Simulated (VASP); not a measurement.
Runs of VASP 6.6.1 on HfB2. The structure is that of space group P6/mmm (No. 191), or close to it. The cells are those of the table. 

```tsv
cell	gap on the mesh (eV)	pressure (GPa)
a = 3.054, b = 3.054, c = 3.385 Å, angles 90.0, 90.0, 120.0°, 3 atoms	none	26.2
a = 3.009, b = 3.009, c = 3.335 Å, angles 90.0, 90.0, 120.0°, 3 atoms	none	43.1
a = 3.181, b = 3.181, c = 3.526 Å, angles 90.0, 90.0, 120.0°, 3 atoms	none	(a)
a = 3.222, b = 3.222, c = 3.570 Å, angles 90.0, 90.0, 120.0°, 3 atoms	none	-16.1
a = 3.261, b = 3.261, c = 3.614 Å, angles 90.0, 90.0, 120.0°, 3 atoms	none	(b)
a = 3.098, b = 3.098, c = 3.433 Å, angles 90.0, 90.0, 120.0°, 3 atoms	none	12.4
a = 3.140, b = 3.140, c = 3.480 Å, angles 90.0, 90.0, 120.0°, 3 atoms	none	1.0
```

Alike in all rows: task single point; level PBE; potentials or basis VASP PAW PBE potentials, release 64 (Hf_pv, B); no spin polarisation; k mesh 11 × 11 × 8; cutoff (eV) 520; smearing fermi-dirac 0.1 eV.

Question: Estimate the missing entries.

Answer: (a) -8.4; (b) -22.4.

Caveats: spin-orbit coupling is left out, which moves the levels of the heavy elements.

A k mesh can miss the band edges, and the runs leave out spin-orbit coupling on Hf.

A gap of «none» marks levels without a gap at the run's occupations.
